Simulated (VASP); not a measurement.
## LiBr: single point with PBE

The system is LiBr.

```
Li Br
1.0
     0.00000    2.73957    2.73957
     2.73957    0.00000    2.73957
     2.73957    2.73957    0.00000
Li Br
1 1
Direct
  0.00000 0.00000 0.00000
  0.50000 0.50000 0.50000
```

| Quantity | Value |
| --- | --- |
| Program | VASP 6.6.1 |
| Task | single point |
| Functional | PBE |
| Potentials or basis | VASP PAW PBE potentials, release 64 (Li_sv, Br) |
| Cutoff | 750 eV |
| k mesh | 6 × 6 × 6 |
| Occupations | gaussian, width 0.01 eV |
| Spin | no spin polarisation |
| Dipole correction | no |
| Further INCAR settings | ALGO = Normal; EDIFF = 1e-06; NBANDS = 12 |

```yaml
Pressure: 0.4 GPa
Band_gap_on_the_k_mesh: 4.99 eV
```

Levels at points of the mesh, in eV from the valence-band top:
```tsv
k point	band 2	band 3	band 4	band 5	band 6	band 7	band 8	band 9
(0.00, 0.00, 0.00)	-13.47	0.00	0.00	0.00	4.99	10.51	10.51	10.51
(0.50, 0.00, 0.00)	-12.99	-2.93	-0.27	-0.27	5.63	8.11	8.11	11.87
(0.50, 0.50, 0.00)	-12.79	-2.93	-1.16	-1.16	6.26	7.09	11.72	12.52
```

It took 20 s on 1 thread of Intel Xeon 8259CL, with other jobs on the host, peak memory 0.21 GiB.
